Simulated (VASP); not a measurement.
Write the native input for VASP 6.6.1 that does the following.

| Item | Value |
| --- | --- |
| Task | relaxation of volume and atoms at fixed shape |
| Functional | LDA |
| Potentials or basis | VASP PAW LDA potentials, release 64 (Cu) |
| Cutoff | 600 eV |
| k mesh | 12 × 12 × 12 |
| Occupations | fermi-dirac, width 0.1 eV |
| Spin | no spin polarisation |
| Dipole correction | no |
| Further INCAR settings | ALGO = Normal; EDIFF = 1e-07; IBRION = 2; EDIFFG = -0.01; NSW = 60; ISIF = 8 |

The structure of Cu lies in POSCAR:

```
Cu
1.0
    0.0000000000      1.8075000000      1.8075000000
    1.8075000000      0.0000000000      1.8075000000
    1.8075000000      1.8075000000      0.0000000000
Cu
1
Direct
    0.0000000000      0.0000000000      0.0000000000
```

The input as run:

INCAR

```
SYSTEM = Cu
PREC = Accurate ; ENCUT = 600
EDIFF = 1E-7 ; ISMEAR = -1
SIGMA = 0.1 ; LREAL = .False.
LASPH = .True. ; NELM = 80
ALGO = Normal ; ISIF = 8
LWAVE = .False. ; LCHARG = .False.
IBRION = 2 ; NSW = 60
EDIFFG = -0.01
```

KPOINTS

```
Automatic mesh
0
Gamma
  12 12 12
  0 0 0
```

Potentials or basis: VASP PAW LDA potentials, release 64 (Cu).

Command:

```sh
$ cat potpaw_LDA.64/Cu/POTCAR > POTCAR
$ mpirun -np 1 vasp_std > vasp.out
```

It gave:

- Relaxed volume: 10.94 Å³/atom
- Relaxed cell: a = 2.492 Å, b = 2.492 Å, c = 2.492 Å, α = 60.00°, β = 60.00°, γ = 60.00°
- Space group after relaxing (to 0.1 Å): Fm-3m (No. 225)
- Energy gained by relaxing: 34.4 meV/atom
- Ionic steps: 3
- Pressure after relaxing: -0.1 GPa
- Band gap on the k mesh: zero (an odd number of electrons rules out a gap without spin polarisation)

Wall time 18 s on 1 thread of AMD EPYC 7R13, on a shared host, peak memory 0.1 GiB.
